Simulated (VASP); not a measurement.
A run of VASP 6.6.1 is set up as follows.

The input INCAR:

```
SYSTEM = Rh
ALGO = Fast ; EDIFF = 1E-7
ENCUT = 520 ; GGA = PS
ISIF = 2 ; ISMEAR = 0
LASPH = .TRUE. ; LCHARG = .TRUE.
LELF = .TRUE. ; LREAL = .FALSE.
LVHAR = .TRUE. ; LWAVE = .FALSE.
NBANDS = 22 ; NELM = 60
PREC = Accurate ; SIGMA = 0.15
```

The input KPOINTS:

```
k-points
0
G
  21 21 12
  0 0 0
```

POSCAR

```
Rh
1.0
    2.8129084135      0.0000000000      0.0000000000
   -1.4064542067      2.4360501446      0.0000000000
    0.0000000000      0.0000000000      4.4284890000
Rh
2
Direct
    0.6666666667      0.3333333333      0.7500000000
    0.3333333333      0.6666666667      0.2500000000
```

Potentials or basis: VASP PAW PBE potentials, release 64 (Rh_pv).

Launch:

```bash
$ cat potpaw_PBE.64/Rh_pv/POTCAR > POTCAR
$ mpirun -np 1 vasp_std > vasp.out
```

What does it give for the band gap on the k mesh?

Zero (band 15 reaches 10.64 eV, above the bottom of band 16 at 8.62 eV).

Predict the pressure.

-24.4 GPa.

Stress tensor (GPa, compression positive):
```
-25.54   0.00   0.00
  0.00 -25.54   0.00
  0.00   0.00 -22.07
```

Caveat: the cell differs from its parent crystal (strain +0.030 along x and y, +0.000 along z); the PAW data sets were made with another functional, which shifts forces and pressure a little.
